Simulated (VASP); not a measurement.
ZrB2:

```
Zr B
1.0
     3.19099    0.00000    0.00000
    -1.59550    2.76348    0.00000
     0.00000    0.00000    3.55640
Zr B
1 2
Direct
  0.00000 0.00000 0.00000
  0.66667 0.33333 0.50000
  0.33333 0.66667 0.50000
```

This cell differs from its parent crystal: volume scaled by 1.02.

Base run:

| Quantity | Value |
| --- | --- |
| Program | VASP 6.6.1 |
| Functional | PBE |
| Potentials or basis | VASP PAW PBE potentials, release 64 (Zr_sv, B) |
| Cutoff | 520 eV |
| k mesh | 10 × 10 × 8 |
| Occupations | fermi-dirac, width 0.05 eV |
| Spin | no spin polarisation |

Its results: band gap on the k mesh zero (band 9 reaches 10.87 eV, above the bottom of band 10 at 10.08 eV); pressure -3.7 GPa.

Question: The run is repeated on the same cell with these changes: functional from PBE to PBEsol. What comes out?

Answer: Band gap on the k mesh zero (band 9 reaches 10.76 eV, above the bottom of band 10 at 9.98 eV); pressure -8.2 GPa.

PBEsol binds more tightly than PBE, so the same cell stands under less pressure.

Caveats: the PAW data sets were made with another functional, which shifts forces and pressure a little (some runs).
